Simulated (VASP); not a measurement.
Runs of VASP 6.6.1 on Cs. The structure is that of space group Fd-3m (No. 227), or close to it. The cells are those of the table. This isn't the form of Cs at room conditions, which is bcc.

```tsv
task	cell	gap on the mesh (eV)	pressure (GPa)
single point	a = 7.818 Å, angles 60.0°, 2 atoms	none	0.0
single point	a = 4.447 Å, angles 60.0°, 2 atoms	none	46.6
single point	a = 4.887 Å, angles 60.0°, 2 atoms	none	15.4
single point	a = 4.613 Å, angles 60.0°, 2 atoms	none	(a)
relaxation of cell and atoms	relaxed from a = 7.432 Å, angles 60.0°, 2 atoms	none	0.0
```

Alike in all rows: level PBEsol; potentials or basis VASP PAW PBE potentials, release 64 (Cs_sv); no spin polarisation; k mesh 4 × 4 × 4; cutoff (eV) 500; smearing fermi-dirac 0.05 eV.

Fill in the values left out.

(a) 31.0.

Caveats: some runs use coarse meshes; the PAW data sets were made with another functional, which shifts forces and pressure a little; spin-orbit coupling is left out, which moves the levels of the heavy elements.

A k mesh can miss the band edges, and the runs leave out spin-orbit coupling on Cs.

A gap of «none» marks levels without a gap at the run's occupations.
